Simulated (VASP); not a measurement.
# Ni (Fm-3m) in VASP: a series of runs, part 3 of 3

VASP 6.6.1. Earlier steps stand in the parts before.

### Step 6. Single point, PBE+U, collinear spin, ferromagnetic start

INCAR

```
PREC = Accurate
ENCUT = 520
EDIFF = 1E-6
ISMEAR = -1
SIGMA = 5E-4
LREAL = F
LASPH = T
NELM = 150
ALGO = Normal
ISIF = 2
LWAVE = F
LCHARG = F
ISPIN = 2
MAGMOM = 2
LORBIT = 11
LMAXMIX = 4
LDAU = T
LDAUTYPE = 2
LDAUL = 2
LDAUU = 6.2
LDAUJ = 0
LDAUPRINT = 1
GGA = PE
NBANDS = 15
```

KPOINTS

```
regular mesh
0
Gamma
  13 13 13
```

POSCAR

```
Ni
1.0
    0.0000000000      1.7698700000      1.7698700000
    1.7698700000      0.0000000000      1.7698700000
    1.7698700000      1.7698700000      0.0000000000
Ni
1
Direct
    0.0000000000      0.0000000000      0.0000000000
```

Potentials or basis: VASP PAW PBE potentials, release 64 (Ni).

Run with:

```console
$ cat potpaw_PBE.64/Ni/POTCAR > POTCAR
$ mpirun -np 1 vasp_std > vasp.out
```

OUTCAR:

```text
PREC = Accurate
   ENCUT = 520
   EDIFF = 1E-6
   ISMEAR = -1
   LREAL = F
   LASPH = T
   NELM = 150
   ISIF = 2
   ISPIN = 2
   LORBIT = 11
   GGA = PE

 ion  position               nearest neighbor table
   1  0.000  0.000  0.000-

  LATTYP: Found a face centered cubic cell.
 ALAT       =     3.5397400000

  Lattice vectors:

 A1 = (   0.0000000000,   1.7698700000,   1.7698700000)
 A2 = (   1.7698700000,   0.0000000000,   1.7698700000)
 A3 = (   1.7698700000,   1.7698700000,   0.0000000000)

Analysis of symmetry for initial positions (statically):
=====================================================================
 Subroutine PRICEL returns:
 Original cell was already a primitive cell.

 Routine SETGRP: Setting up the symmetry group for a
 face centered cubic supercell.

 Subroutine GETGRP returns: Found 48 space group operations
 (whereof 48 operations were pure point group operations)
 out of a pool of 48 trial point group operations.

The static configuration has the point symmetry O_h .

Analysis of symmetry for dynamics (positions and initial velocities):
=====================================================================
 Subroutine PRICEL returns:
 Original cell was already a primitive cell.

 Routine SETGRP: Setting up the symmetry group for a
 face centered cubic supercell.

 Subroutine GETGRP returns: Found 48 space group operations
 (whereof 48 operations were pure point group operations)
 out of a pool of 48 trial point group operations.

The dynamic configuration has the point symmetry O_h .

Analysis of structural, dynamic, and magnetic symmetry:
=====================================================================
 Subroutine PRICEL returns:
 Original cell was already a primitive cell.

 Routine SETGRP: Setting up the symmetry group for a
 face centered cubic supercell.

 Subroutine GETGRP returns: Found 48 space group operations
 (whereof 48 operations were pure point group operations)
 out of a pool of 48 trial point group operations.

The overall configuration has the point symmetry O_h .

 Subroutine INISYM returns: Found 48 space group operations
 (whereof 48 operations are pure point group operations),
 and found     1 'primitive' translations

----------------------------------------------------------------------------------------

                                     Primitive cell

  volume of cell :      11.0880

  direct lattice vectors                    reciprocal lattice vectors
     0.000000000  1.769870000  1.769870000    -0.282506625  0.282506625  0.282506625
     1.769870000  0.000000000  1.769870000     0.282506625 -0.282506625  0.282506625
     1.769870000  1.769870000  0.000000000     0.282506625  0.282506625 -0.282506625

  length of vectors
     2.502974158  2.502974158  2.502974158     0.489315828  0.489315828  0.489315828

  position of ions in fractional coordinates (direct lattice)
     0.000000000  0.000000000  0.000000000

  ion indices of the primitive-cell ions
   primitive index   ion index
                 1           1
[... 99 lines left out ...]
   U (eV)           for each species LDAUU =   6.2
   J (eV)           for each species LDAUJ =   0.0
   GGA     = PE    functional components
   LHFCALC =     F    Hartree Fock is set to
   AEXX    =    0.0000 exact exchange contribution
   IVDW    =     0    specifies the selected vdW correction
   LEPSILON=     F    determine dielectric tensor
   LRPA    =     F    only Hartree local field effects (RPA)
 spin polarized calculation
  energy-cutoff  :      520.00
  volume of cell :       11.09
 maximum number of plane-waves:       307
   NGX =  9   NGY =  9   NGZ =  9

atom =   1  type =  1  l = 2

 onsite density matrix

spin component  1

  0.9471 -0.0000  0.0000  0.0000  0.0000
 -0.0000  0.9471 -0.0000  0.0000 -0.0000
  0.0000 -0.0000  0.9513  0.0000 -0.0000
  0.0000  0.0000  0.0000  0.9471 -0.0000
  0.0000 -0.0000 -0.0000 -0.0000  0.9513

spin component  2

  0.6509  0.0000 -0.0000 -0.0000 -0.0000
  0.0000  0.6509  0.0000 -0.0000 -0.0000
 -0.0000  0.0000  0.9269 -0.0000  0.0000
 -0.0000 -0.0000 -0.0000  0.6509  0.0000
 -0.0000 -0.0000  0.0000  0.0000  0.9269

 occupancies and eigenvectors

  o =  0.6509  v =  0.0000  0.0000  0.0000  0.0000  0.0000  1.0000  0.0000  0.0000  0.0000  0.0000      0.0000  0.0000  0.0000  0.0000  0.0000  0.0000  0.0000  0.0000  0.0000  0.0000
  o =  0.6509  v =  0.0000  0.0000  0.0000  0.0000  0.0000  0.0000 -0.1955  0.0000 -0.9807 -0.0000      0.0000  0.0000  0.0000  0.0000  0.0000  0.0000  0.0000  0.0000  0.0000  0.0000
  o =  0.6509  v =  0.0000  0.0000  0.0000  0.0000  0.0000  0.0000  0.9807  0.0000 -0.1955 -0.0000      0.0000  0.0000  0.0000  0.0000  0.0000  0.0000  0.0000  0.0000  0.0000  0.0000
  o =  0.9269  v =  0.0000  0.0000  0.0000  0.0000  0.0000  0.0000  0.0000  0.0565  0.0000 -0.9984      0.0000  0.0000  0.0000  0.0000  0.0000  0.0000  0.0000  0.0000  0.0000  0.0000
  o =  0.9269  v =  0.0000  0.0000  0.0000  0.0000  0.0000  0.0000  0.0000 -0.9984 -0.0000 -0.0565      0.0000  0.0000  0.0000  0.0000  0.0000  0.0000  0.0000  0.0000  0.0000  0.0000
  o =  0.9471  v =  0.0000  0.9367 -0.0000 -0.3502 -0.0000  0.0000  0.0000  0.0000  0.0000  0.0000      0.0000  0.0000  0.0000  0.0000  0.0000  0.0000  0.0000  0.0000  0.0000  0.0000
  o =  0.9471  v =  1.0000  0.0000  0.0000  0.0000  0.0000  0.0000  0.0000  0.0000  0.0000  0.0000      0.0000  0.0000  0.0000  0.0000  0.0000  0.0000  0.0000  0.0000  0.0000  0.0000
  o =  0.9471  v =  0.0000 -0.3502  0.0000 -0.9367 -0.0000  0.0000  0.0000  0.0000  0.0000  0.0000      0.0000  0.0000  0.0000  0.0000  0.0000  0.0000  0.0000  0.0000  0.0000  0.0000
  o =  0.9513  v =  0.0000  0.0000 -0.0824 -0.0000  0.9966  0.0000  0.0000  0.0000  0.0000  0.0000      0.0000  0.0000  0.0000  0.0000  0.0000  0.0000  0.0000  0.0000  0.0000  0.0000
  o =  0.9513  v =  0.0000 -0.0000 -0.9966  0.0000 -0.0824  0.0000  0.0000  0.0000  0.0000  0.0000      0.0000  0.0000  0.0000  0.0000  0.0000  0.0000  0.0000  0.0000  0.0000  0.0000

 number of electron      10.0000009 magnetization       0.8418904

 Free energy of the ion-electron system (eV)
  ---------------------------------------------------
  ext. energy  EPLUGINS =         0.00000000
  ---------------------------------------------------
  free energy    TOTEN  =        -1.77011314 eV

  energy without entropy =       -1.77010451  energy(sigma->0) =       -1.77010883

 E-fermi :   8.6058     XC(G=0): -13.0425

 val. band max:        8.6057956480   @ k =   0.4615   0.2308   0.0769
 cond. band min:       8.6078780560   @ k =  -0.3077   0.2308   0.0769
 fundamental gap:      0.0020824079
 Fermi energy:         8.6058446155

 spin component 1

 k-point     1 :       0.0000    0.0000    0.0000
  band No.  band energies     occupation
      1       0.3019      1.00000
      2       4.2710      1.00000
      3       4.2710      1.00000
      4       4.2710      1.00000
      5       5.6037      1.00000
      6       5.6037      1.00000
      7      32.8008      0.00000
      8      35.2759      0.00000
      9      35.2759      0.00000
     10      35.2759      0.00000
     11      36.4539      0.00000
     12      36.4539      0.00000
[... 841 lines left out ...]
      4       7.0848      1.00000
      5       8.7130      0.00000
      6       9.9689      0.00000
      7      17.0236      0.00000
      8      26.7047      0.00000
      9      28.9013      0.00000
     10      31.3133      0.00000
     11      39.9529      0.00000
     12      40.1399      0.00000
     13      43.9968      0.00000
     14      47.3051      0.00000
     15      56.2194      0.00000

 [... further k-points ...]
[... 5 lines left out ...]
  --------------------------------------------------------------------------------------
  -------------------------------------------------------------------------------------
  Total       -0.7407097     -0.7407097     -0.7407097     -0.0000000     -0.0000000     -0.0000000
  in kB     -107.0297489   -107.0297489   -107.0297489     -0.0000000     -0.0000000     -0.0000000
  external PRESSURE =    -107.0297489 kB  Pullay stress =       0.0000000 kB

 VOLUME and BASIS-vectors are now :
 -----------------------------------------------------------------------------
  energy-cutoff  :      520.00
  volume of cell :       11.09
      direct lattice vectors                 reciprocal lattice vectors
     0.000000000  1.769870000  1.769870000    -0.282506625  0.282506625  0.282506625
     1.769870000  0.000000000  1.769870000     0.282506625 -0.282506625  0.282506625
     1.769870000  1.769870000  0.000000000     0.282506625  0.282506625 -0.282506625

 POSITION                                       TOTAL-FORCE (eV/Angst)
 -----------------------------------------------------------------------------------
      0.00000      0.00000      0.00000         0.000000      0.000000      0.000000
 -----------------------------------------------------------------------------------
    total drift:                               -0.000000     -0.000000     -0.000000

  FREE ENERGIE OF THE ION-ELECTRON SYSTEM (eV)
  ---------------------------------------------------
  free  energy   TOTEN  =        -1.7701131425 eV

  energy  without entropy=       -1.7701045129  energy(sigma->0) =       -1.77010883

 total charge

# of ion       s       p       d       tot
------------------------------------------
    1        0.474   0.420   8.520   9.414

 magnetization (x)

# of ion       s       p       d       tot
------------------------------------------
    1       -0.011  -0.042   0.939   0.885
```

Wall time 57 s (1 thread of AMD EPYC 7R13 (Zen 3), shared host); peak memory 0.11 GiB.

Results:

| Quantity | Value |
| --- | --- |
| Free energy | -1.7701 eV |
| Pressure | -10.7 GPa |
| Net moment | 0.84 μB per cell |
| Site moments | Ni +0.89 μB |
| Valence electrons inside the program's atomic spheres | Ni 9.41 |

Eigenvalues of the final occupation matrices:
| site | spin | trace | eigenvalues |
| --- | --- | --- | --- |
| site 1 d | 1 | 4.74 | 0.95 0.95 0.95 0.95 0.95 |
| site 1 d | 2 | 3.81 | 0.65 0.65 0.65 0.93 0.93 |

Caveat: the U is typed as a test and isn't derived for this compound.

### Step 7. The runs side by side

| smearing | gap on the mesh (eV) | pressure (GPa) | moment (μB) |
| --- | --- | --- | --- |
| fermi-dirac 0.1 eV | none | -10.4 | 0.82 |
| fermi-dirac 0.003 eV | none | -10.7 | 0.84 |
| methfessel-paxton 0.3 eV | none | -10.6 | 0.83 |
| fermi-dirac 0.0005 eV | none | -10.7 | 0.84 |

Alike in all rows: task single point; level PBE+U; potentials or basis VASP PAW PBE potentials, release 64 (Ni); spin collinear, ferromagnetic start; Ni d U = 6.2 eV; cell as given; k mesh 13 × 13 × 13; cutoff (eV) 520.

Every run on the cell as given and a fine mesh finds a metal.

Caveats: the U is typed as a test and isn't derived for this compound.

Total energies depend on the potentials used, so only differences within one code and one set of settings carry meaning.
